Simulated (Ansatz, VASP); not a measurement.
# Sb in VASP and in Ansatz

```
CELL_PARAMETERS angstrom
6.06773 0.00000 0.00000
0.00000 6.06773 0.00000
0.00000 0.00000 6.06773
ATOMIC_POSITIONS crystal
Sb 0.50000 0.50000 0.50000
Sb 0.00000 0.00000 0.00000
Sb 0.25000 0.00000 0.50000
Sb 0.50000 0.25000 0.00000
Sb 0.50000 0.75000 0.00000
Sb 0.75000 0.00000 0.50000
Sb 0.00000 0.50000 0.75000
Sb 0.00000 0.50000 0.25000
```

Alike in both runs: functional r2SCAN; k mesh 4 × 4 × 4; occupations gaussian, width 0.1 eV; no spin polarisation.

Ansatz relaxed the structure, and its values are those at the end. VASP's run is a single point on that final structure, the one shown.

|  | VASP | Ansatz |
| --- | --- | --- |
| version | VASP 6.6.1 | Ansatz 0.2.0 |
| potentials or method | VASP PAW PBE potentials, release 64 (Sb), cutoff 520 eV | scalar-relativistic, plane waves, PAW |
| valence electrons in the cell | 40 | 120 |

Ansatz gave:

```
gap on the k mesh at the Fermi level (eV) : none
pressure (GPa)                            : -0.3
```

Q: Estimate VASP's values.

A: gap on the k mesh at the Fermi level (eV): none; pressure (GPa): -0.4.

VASP's potentials were made for PBE, not for r2SCAN. A gap of «none» marks a metal or a gap that the smearing closes. VASP's potentials hold 40 valence electrons a cell and Ansatz's 120, so a difference there can come from the potentials and not from the codes.

Spin-orbit coupling is off throughout.
